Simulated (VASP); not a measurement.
Wanted: the native input for a VASP 6.6.1 run.

- Task: single point
- Functional: r2SCAN
- Potentials or basis: VASP PAW PBE potentials, release 64 (Mg)
- Cutoff: 520 eV
- k mesh: 1 × 1 × 1
- Occupations: fermi-dirac, width 0.01 eV
- Spin: collinear spin, zero start
- Starting moments: [0.01] μB
- Dipole correction: no
- Further INCAR settings: ALGO = Normal; EDIFF = 1e-07; NBANDS = 11; ISYM = 0

Mg:

```
Mg
1.0
    14.00000    0.00000    0.00000
     0.00000   14.40000    0.00000
     0.00000    0.00000   14.80000
Mg
1
Direct
  0.50000 0.50000 0.50000
```

The input as run:

POSCAR

```
Mg
1.0
   14.0000000000      0.0000000000      0.0000000000
    0.0000000000     14.4000000000      0.0000000000
    0.0000000000      0.0000000000     14.8000000000
Mg
1
Direct
    0.5000000000      0.5000000000      0.5000000000
```

INCAR.step1

```
SYSTEM = Mg
PREC     = Accurate       ! precision mode
ENCUT    = 520            ! plane-wave cutoff, eV
ISMEAR   = -1             ! smearing method
SIGMA    = 0.01           ! smearing width, eV
LREAL    = .FALSE.        ! projectors in reciprocal space
LASPH    = .TRUE.         ! aspherical terms in the spheres
NELM     = 150            ! most SCF steps
ISPIN    = 2              ! spin polarisation
MAGMOM   = 0.01           ! initial moments
NBANDS   = 11             ! bands
ISYM     = 0            
GGA      = PE             ! functional
ALGO     = Normal         ! electronic algorithm
EDIFF    = 1E-4           ! SCF threshold, eV
LWAVE    = .TRUE.         ! write WAVECAR
LCHARG   = .FALSE.        ! write CHGCAR
```

INCAR.step2

```
SYSTEM = Mg
PREC     = Accurate       ! precision mode
ENCUT    = 520            ! plane-wave cutoff, eV
EDIFF    = 1E-7           ! SCF threshold, eV
ISMEAR   = -1             ! smearing method
SIGMA    = 0.01           ! smearing width, eV
LREAL    = .FALSE.        ! projectors in reciprocal space
LASPH    = .TRUE.         ! aspherical terms in the spheres
NELM     = 150            ! most SCF steps
ALGO     = Normal         ! electronic algorithm
ISIF     = 2              ! what is computed and relaxed
LWAVE    = .FALSE.        ! write WAVECAR
LCHARG   = .TRUE.         ! write CHGCAR
ISPIN    = 2              ! spin polarisation
MAGMOM   = 0.01           ! initial moments
LORBIT   = 11             ! projections on sites
METAGGA  = R2SCAN         ! meta-GGA
LMIXTAU  = .TRUE.       
LELF     = .TRUE.         ! ELF
LVHAR    = .TRUE.       
NBANDS   = 11             ! bands
ISYM     = 0            
ISTART   = 1
```

KPOINTS

```
Automatic mesh
0
G
  1 1 1
  0 0 0
```

Potentials or basis: VASP PAW PBE potentials, release 64 (Mg).

Launch:

```console
$ cat potpaw_PBE.64/Mg/POTCAR > POTCAR
$ cp INCAR.step1 INCAR
$ mpirun -np 1 vasp_gam > vasp.out
$ cp INCAR.step2 INCAR
$ mpirun -np 1 vasp_gam > vasp.out
```

Results of the run:

```json
{"Pressure": "0.0 GPa", "Band gap on the k mesh": "3.66 eV", "Net moment": "0.00 μB per cell", "Valence electrons inside the program's atomic spheres": "Mg 0.35"}
```

Caveat: the PAW data sets were made with another functional, which shifts forces and pressure a little.

Wall time 20 min on 1 thread of AMD EPYC 7R13 Processor (Zen 3) (shared host), peak memory 4 GiB.
